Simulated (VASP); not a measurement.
# Pt (P6_3/mmc) in VASP: notebook, part 2 of 2

VASP 6.6.1. Earlier steps stand in the parts before.

## Step 4: Single point, HSE06

This run uses another cell than the first one, of 15.50 Å³/atom.

The input, POSCAR:

```
Pt
1.0
    2.7421371004      0.0000000000      0.0000000000
   -1.3710685502      2.3747603895      0.0000000000
    0.0000000000      0.0000000000      4.7599710578
Pt
2
Direct
    0.3333333333      0.6666666667      0.2500000000
    0.6666666667      0.3333333333      0.7500000000
```

The input, INCAR.step1:

```
PREC = Accurate ; ENCUT = 520
EDIFF = 1E-5 ; ISMEAR = -1
SIGMA = 0.05 ; LREAL = F
LASPH = T ; NELM = 80
ALGO = Normal ; ISIF = 2
LWAVE = T ; LCHARG = F
NBANDS = 17 ; GGA = PE
```

The input, INCAR.step2:

```
PREC = Accurate ; ENCUT = 520
EDIFF = 1E-6 ; ISMEAR = -1
SIGMA = 0.05 ; LREAL = F
LASPH = T ; NELM = 80
ALGO = Normal ; ISIF = 2
LWAVE = F ; LCHARG = F
GGA = PE ; LHFCALC = T
HFSCREEN = 0.2079 ; PRECFOCK = Normal
NBANDS = 17 ; ISTART = 1
```

The input, KPOINTS:

```
Automatic mesh
0
Gamma
  6 6 4
```

Potentials or basis: VASP PAW PBE potentials, release 64 (Pt).

On the command line:

```bash
cat potpaw_PBE.64/Pt/POTCAR > POTCAR
cp INCAR.step1 INCAR
mpirun -np 1 vasp_std > vasp.out
cp INCAR.step2 INCAR
mpirun -np 1 vasp_std > vasp.out
```

OUTCAR:

```text
PREC = Accurate
   ENCUT = 520
   EDIFF = 1E-6
   ISMEAR = -1
   LREAL = F
   LASPH = T
   NELM = 80
   ISIF = 2
   GGA = PE
   LHFCALC = T
   HFSCREEN = 0.2079
   PRECFOCK = Normal
   ISTART = 1

 ion  position               nearest neighbor table
   1  0.333  0.667  0.250-   2 2.86   2 2.86   2 2.86   2 2.86   2 2.86   2 2.86
   2  0.667  0.333  0.750-   1 2.86   1 2.86   1 2.86   1 2.86   1 2.86   1 2.86

  LATTYP: Found a hexagonal cell.
 ALAT       =     2.7421371004
 C/A-ratio  =     1.7358618054

  Lattice vectors:

 A1 = (   2.7421371004,   0.0000000000,   0.0000000000)
 A2 = (  -1.3710685502,   2.3747603895,   0.0000000000)
 A3 = (   0.0000000000,   0.0000000000,   4.7599710578)

Analysis of symmetry for initial positions (statically):
=====================================================================
 Subroutine PRICEL returns:
 Original cell was already a primitive cell.

 Routine SETGRP: Setting up the symmetry group for a
 hexagonal supercell.

 Subroutine GETGRP returns: Found 24 space group operations
 (whereof 12 operations were pure point group operations)
 out of a pool of 24 trial point group operations.

The static configuration has the point symmetry D_3d.
 The point group associated with its full space group is D_6h.

Analysis of symmetry for dynamics (positions and initial velocities):
=====================================================================
 Subroutine PRICEL returns:
 Original cell was already a primitive cell.

 Routine SETGRP: Setting up the symmetry group for a
 hexagonal supercell.

 Subroutine GETGRP returns: Found 24 space group operations
 (whereof 12 operations were pure point group operations)
 out of a pool of 24 trial point group operations.

[... 117 lines left out ...]
     AMIX_MAG =   1.60;   BMIX_MAG =  1.00
  volume/ion in A,a.u.               =      15.50       104.59
  Fermi-wavevector in a.u.,A,eV,Ry     =   1.414644  2.673289 27.228208  2.001217
  Thomas-Fermi vector in A             =   2.536165
   LORBIT       =      0    0 simple, 1 ext, 2 COOP (PROOUT), +10 PAW based schemes
   GGA     = PE    functional components
   LHFCALC =     T    Hartree Fock is set to
   PRECFOCK=normal    Normal, Fast or Accurate (Low or Medium for compatibility)
   ENCUT4O =  -1.0   cutoff for four orbital integrals eV
   NKREDX  =     1    reduce k-point grid by
   NKREDY  =     1    reduce k-point grid by
   NKREDZ  =     1    reduce k-point grid by
   AEXX    =    0.2500 exact exchange contribution
   HFSCREEN=    0.2079 screening length (either q_TF or 0.3 A-1)
   HFSCREENC=   0.2079 screening length for correlation (either q_TF or 0.3 A-1)
   ENCUTFOCK=  -1.0 apply spherical cutoff to Coloumb kernel
   IVDW    =     0    specifies the selected vdW correction
   LEPSILON=     F    determine dielectric tensor
   LRPA    =     F    only Hartree local field effects (RPA)
 non-spin polarized calculation
  energy-cutoff  :      520.00
  volume of cell :       31.00
 maximum number of plane-waves:       846
  NGX = 16; NGY = 16; NGZ = 28

 number of electron      20.0000000 magnetization

 Free energy of the ion-electron system (eV)
  ---------------------------------------------------
  ext. energy  EPLUGINS =         0.00000000
  ---------------------------------------------------
  free energy    TOTEN  =       -13.80016564 eV

  energy without entropy =      -13.78375715  energy(sigma->0) =      -13.79196140

 E-fermi :  10.0752     XC(G=0): -10.8406

 val. band max:        9.8831438942   @ k =   0.3333   0.3333   0.5000
 cond. band min:      10.1200399037   @ k =   0.3333   0.1667   0.5000
 fundamental gap:      0.2368960095
 Fermi energy:        10.0752438289

 k-point     1 :       0.0000    0.0000    0.0000
  band No.  band energies     occupation
      1      -0.5027      2.00000
      2       2.1714      2.00000
      3       5.4528      2.00000
      4       6.0419      2.00000
      5       6.0419      2.00000
      6       6.4349      2.00000
[... 397 lines left out ...]
      4       4.8505      2.00000
      5       5.9554      2.00000
      6       5.9554      2.00000
[... 9 lines left out ...]
     16      20.1564      0.00000
     17      29.4329      0.00000

------------------------ aborting loop because EDIFF is reached ----------------------------------------

  FORCE on cell =-STRESS in cart. coord.  units (eV):
  Direction    XX          YY          ZZ          XY          YZ          ZX
  --------------------------------------------------------------------------------------
  -------------------------------------------------------------------------------------
  Total       -0.8595405     -0.8595405     -1.0591901      0.0000000      0.0000000      0.0000000
  in kB      -44.4287056    -44.4287056    -54.7483712      0.0000000      0.0000000      0.0000000
  external PRESSURE =     -47.8685941 kB  Pullay stress =       0.0000000 kB

 VOLUME and BASIS-vectors are now :
 -----------------------------------------------------------------------------
  energy-cutoff  :      520.00
  volume of cell :       31.00
      direct lattice vectors                 reciprocal lattice vectors
     2.742137100  0.000000000  0.000000000     0.364679067  0.210547558  0.000000000
    -1.371068550  2.374760390  0.000000000     0.000000000  0.421095115  0.000000000
     0.000000000  0.000000000  4.759971058     0.000000000  0.000000000  0.210085311

 POSITION                                       TOTAL-FORCE (eV/Angst)
 -----------------------------------------------------------------------------------
     -0.00000      1.58317      1.18999        -0.000000      0.000000      0.000000
      1.37107      0.79159      3.56998         0.000000      0.000000     -0.000000
 -----------------------------------------------------------------------------------
    total drift:                               -0.000000     -0.000000     -0.000000

  FREE ENERGIE OF THE ION-ELECTRON SYSTEM (eV)
  ---------------------------------------------------
  free  energy   TOTEN  =       -13.8001656446 eV

  energy  without entropy=      -13.7837571469  energy(sigma->0) =      -13.79196140
```

OSZICAR.step1:

```text
N       E                     dE             d eps       ncg     rms          rms(c)
DAV:   1     0.101478836707E+03    0.10148E+03   -0.10627E+04   714   0.114E+03
DAV:   2    -0.111655574122E+02   -0.11264E+03   -0.10722E+03   797   0.248E+02
DAV:   3    -0.129246998841E+02   -0.17591E+01   -0.17286E+01   897   0.302E+01
DAV:   4    -0.129331662592E+02   -0.84664E-02   -0.84655E-02   848   0.222E+00
DAV:   5    -0.129332540475E+02   -0.87788E-04   -0.87787E-04   839   0.233E-01    0.168E+01
DAV:   6    -0.122410828566E+02    0.69217E+00   -0.10527E+00   744   0.927E+00    0.892E+00
DAV:   7    -0.121719852867E+02    0.69098E-01   -0.19259E-01   823   0.395E+00    0.301E+00
DAV:   8    -0.121648530370E+02    0.71322E-02   -0.23593E-02   770   0.125E+00    0.819E-01
DAV:   9    -0.121643804611E+02    0.47258E-03   -0.48253E-04   841   0.186E-01    0.322E-02
DAV:  10    -0.121643923143E+02   -0.11853E-04   -0.80351E-06   566   0.215E-02    0.978E-03
DAV:  11    -0.121643930117E+02   -0.69732E-06   -0.14731E-06   385   0.865E-03
   1 F= -.12164393E+02 E0= -.12147386E+02  d E =-.340146E-01
```

Run time: 63 min. Hardware: 1 thread of Intel Xeon 8259CL, shared host; peak memory 0.27 GiB.

Results:

* Free energy: -13.8002 eV
* Pressure: -4.8 GPa
* Band gap on the k mesh: zero (bands 10 and 11 overlap by 1.96 eV)

Caveat: the k points lie up to 0.44 Å⁻¹ apart, too coarse for converged energies and pressures of a metal; the PAW data sets were made with another functional, which shifts forces and pressure a little; spin-orbit coupling is left out, which moves the levels of the heavy elements.

## Step 5: Overview

```tsv
cell	gap on the mesh (eV)	pressure (GPa)
a = 2.797, b = 2.797, c = 4.855 Å, angles 90.0, 90.0, 120.0°, 2 atoms	none	-17.1
a = 2.815, b = 2.815, c = 4.886 Å, angles 90.0, 90.0, 120.0°, 2 atoms	none	-20.2
a = 2.742, b = 2.742, c = 4.760 Å, angles 90.0, 90.0, 120.0°, 2 atoms	none	-4.8
```

Alike in all rows: task single point; level HSE06; potentials or basis VASP PAW PBE potentials, release 64 (Pt); no spin polarisation; k mesh 6 × 6 × 4; cutoff (eV) 520; smearing fermi-dirac 0.05 eV.

Caveats: all runs use coarse meshes; the PAW data sets were made with another functional, which shifts forces and pressure a little; spin-orbit coupling is left out, which moves the levels of the heavy elements.

Total energies depend on the potentials used, so only differences within one code and one set of settings carry meaning.

The gap in the log of VASP goes by the Fermi energy; the results here count the filled bands.